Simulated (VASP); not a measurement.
A run of VASP 6.6.1 is set up as follows.

Contents of INCAR:

```
SYSTEM = SbP
ALGO = Normal
EDIFF = 1E-6
ENCUT = 520
GGA = PE
ISIF = 2
ISMEAR = -1
LASPH = .TRUE.
LCHARG = .TRUE.
LELF = .TRUE.
LREAL = .FALSE.
LVHAR = .TRUE.
LWAVE = .FALSE.
NBANDS = 12
NELM = 80
PREC = Accurate
SIGMA = 0.05
```

KPOINTS

```
k-points
0
G
  11 11 11
  0 0 0
```

POSCAR

```
SbP
1.0
    0.0000000000      2.7796499995      2.7796499995
    2.7796499995      0.0000000000      2.7796499995
    2.7796499995      2.7796499995      0.0000000000
Sb P
1 1
Direct
    0.0000000000      0.0000000000      0.0000000000
    0.5000000000      0.5000000000      0.5000000000
```

Potentials or basis: VASP PAW PBE potentials, release 64 (Sb, P).

Command:

```sh
$ cat potpaw_PBE.64/Sb/POTCAR potpaw_PBE.64/P/POTCAR > POTCAR
$ mpirun -np 1 vasp_std > vasp.out
```

Task: Estimate the pressure.

Result: 3.3 GPa.

Task: What does it give for the band gap on the k mesh?

Result: Zero (band 5 reaches 8.71 eV, above the bottom of band 6 at 8.23 eV).

Caveat: spin-orbit coupling is left out, which moves the levels of the heavy elements.
